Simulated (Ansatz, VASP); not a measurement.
Two plane-wave programs on In2GaP3

```
CELL_PARAMETERS angstrom
4.07059 0.00000 0.00000
-2.03529 3.52523 0.00000
0.00000 0.00000 9.99974
ATOMIC_POSITIONS crystal
Ga 0.00000 0.00000 0.00091
In 0.66667 0.33333 0.67367
In 0.33333 0.66667 0.32749
P 0.66667 0.33333 0.92956
P 0.33333 0.66667 0.58186
P 0.00000 0.00000 0.23652
```

Alike in both runs: task single point; functional r2SCAN; k mesh 12 × 12 × 4; no spin polarisation.

```csv
,VASP,Ansatz
version,VASP 6.6.1,Ansatz 0.2.0
potentials or method,"VASP PAW PBE potentials, release 64 (Ga_d, In_d, P)","plane waves, PAW"
plane-wave cutoff (eV),520,500
occupations,"gaussian, width 0.01 eV",fixed
valence electrons in the cell,54,54
```

Ansatz gave:

- gap on the k mesh at the Fermi level (eV): 0.95
- pressure (GPa): 0.0
- traceless stress, the component that is largest in VASP (GPa): 0.08
- rms of the force components (eV/Å): 0.001

Q: What did VASP give for the same quantities?

A: gap on the k mesh at the Fermi level (eV): 0.94; pressure (GPa): -0.1; traceless stress, the component that is largest in VASP (GPa): 0.06; rms of the force components (eV/Å): 0.004.

VASP's potentials were made for PBE, not for r2SCAN. Atom by atom the forces differ by 0.004 eV/Å (rms over components).
